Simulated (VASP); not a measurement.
A run of VASP 6.6.1:

The input INCAR:

```
PREC = Accurate
ENCUT = 600
EDIFF = 1E-7
ISMEAR = -1
SIGMA = 0.05
LREAL = False
LASPH = True
NELM = 100
ALGO = Normal
ISIF = 3
LWAVE = False
LCHARG = False
GGA = CA
IBRION = 2
NSW = 60
EDIFFG = -0.005
PSTRESS = 260.0
```

The input KPOINTS:

```
Automatic mesh
0
Gamma
  12 12 12
```

The input POSCAR:

```
Hg
1.0
    0.0000000000      2.7310322074      2.7310322074
    2.7310322074      0.0000000000      2.7310322074
    2.7310322074      2.7310322074      0.0000000000
Hg
2
Direct
   -0.1250000000     -0.1250000000     -0.1250000000
    0.1250000000      0.1250000000      0.1250000000
```

Potentials or basis: VASP PAW LDA potentials, release 64 (Hg).

Launch:

```sh
$ cat potpaw_LDA.64/Hg/POTCAR > POTCAR
$ mpirun -np 1 vasp_std > vasp.out
```

Hardware: 1 thread of Intel(R) Xeon(R) Platinum 8259CL CPU @ 2.50GHz (Skylake/Cascade Lake) (shared host).

How long does it take, and how much memory?

Wall time 3.8 min on 1 thread of Intel(R) Xeon(R) Platinum 8259CL CPU @ 2.50GHz (Skylake/Cascade Lake), with other jobs on the host, peak memory 0.19 GiB. Counts: scf iterations 51, k points 72, ion steps 5.
